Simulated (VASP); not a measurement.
Here is a VASP 6.6.1 calculation.

POSCAR

```
Si
1.0
    3.7003781820      0.0000000000      0.0000000000
   -1.8501890910      3.2046215092      0.0000000000
    0.0000000000      0.0000000000      6.1334893351
Si
4
Direct
    0.3333333333      0.6666666667      0.0632991862
    0.6666666667      0.3333333333      0.5632991862
    0.3333333333      0.6666666667      0.4367008138
    0.6666666667      0.3333333333      0.9367008138
```

The input INCAR.step1:

```
SYSTEM = Si
ALGO = Normal ; EDIFF = 1E-4
ENCUT = 600 ; GGA = PE
ISMEAR = 0 ; LASPH = .TRUE.
LCHARG = .FALSE. ; LREAL = .FALSE.
LWAVE = .TRUE. ; NELM = 60
PREC = Accurate ; SIGMA = 0.02
```

File INCAR.step2:

```
SYSTEM = Si
ALGO = Normal ; EDIFF = 1E-6
EDIFFG = -0.008 ; ENCUT = 600
IBRION = 2 ; ISIF = 3
ISMEAR = 0 ; ISTART = 1
LASPH = .TRUE. ; LCHARG = .FALSE.
LMIXTAU = .TRUE. ; LREAL = .FALSE.
LWAVE = .FALSE. ; METAGGA = R2SCAN
NELM = 60 ; NSW = 70
PREC = Accurate ; PSTRESS = 120.0
SIGMA = 0.02
```

The input KPOINTS:

```
k-points
0
G
  12 12 6
  0 0 0
```

Potentials or basis: VASP PAW PBE potentials, release 64 (Si).

The run is started by

```sh
$ cat potpaw_PBE.64/Si/POTCAR > POTCAR
$ cp INCAR.step1 INCAR
$ mpirun -np 1 vasp_std > vasp.out
$ cp INCAR.step2 INCAR
$ mpirun -np 1 vasp_std > vasp.out
```

Question: What does it give for the relaxed volume?

Answer: 18.20 Å³/atom.

Question: What does it give for the relaxed cell?

Answer: a = 3.701 Å, b = 3.701 Å, c = 6.138 Å, α = 90.00°, β = 90.00°, γ = 120.00°.

Question: What does it give for the space group after relaxing (to 0.1 Å)?

Answer: P6_3/mmc (No. 194).

Question: What does it give for the band gap on the k mesh?

Answer: 0.38 eV (least direct gap 1.68 eV).

The path:
```
step  energy change (eV)  largest force (eV/Å)  pressure (GPa)  volume (Å³)
   1              0.0000                0.0313           12.12        72.73
   2             -0.0106                0.0213           11.83        72.87
   3             -0.0051                0.0065           11.97        72.80
   4             -0.0053                0.0052           11.98        72.80
   5             -0.0047                0.0032           11.99        72.79
```

Caveat: the cell is relaxed towards a set pressure, so the run minimises the enthalpy, not the energy; semilocal functionals underestimate gaps, and a narrow one can read as zero; the PAW data sets were made with another functional, which shifts forces and pressure a little. A k mesh can miss the band edges.
